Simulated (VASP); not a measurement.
Wanted: the native input for a VASP 6.6.1 run.

```yaml
Task: single point
Functional: LDA
Potentials_or_basis: VASP PAW LDA potentials, release 64 (Ta_pv)
Cutoff: 520 eV
k_mesh: 15 × 15 × 15
Occupations: fermi-dirac, width 0.1 eV
Spin: no spin polarisation
Dipole_correction: no
Further_INCAR_settings: ALGO = Normal; EDIFF = 1e-06; NBANDS = 12
```

The structure of Ta lies in POSCAR:

```
Ta
1.0
    0.0000000000      1.9843308413      1.9843308413
    1.9843308413      0.0000000000      1.9843308413
    1.9843308413      1.9843308413      0.0000000000
Ta
1
Direct
    0.0000000000      0.0000000000      0.0000000000
```

This cell differs from its parent crystal: volume scaled by 0.88.

These files were run (other wordings do the same):

INCAR

```
PREC = Accurate
ENCUT = 520
EDIFF = 1E-6
ISMEAR = -1
SIGMA = 0.1
LREAL = F
LASPH = T
NELM = 100
ALGO = Normal
ISIF = 2
LWAVE = F
LCHARG = F
GGA = CA
NBANDS = 12
```

KPOINTS

```
Automatic mesh
0
Gamma
  15 15 15
```

Potentials or basis: VASP PAW LDA potentials, release 64 (Ta_pv).

Launch:

```sh
$ cat potpaw_LDA.64/Ta_pv/POTCAR > POTCAR
$ mpirun -np 1 vasp_std > vasp.out
```

It gave:

```yaml
Pressure: 35.3 GPa
```

It took 18 s on 1 thread of Intel Xeon 8259CL (shared host), peak memory 0.15 GiB.
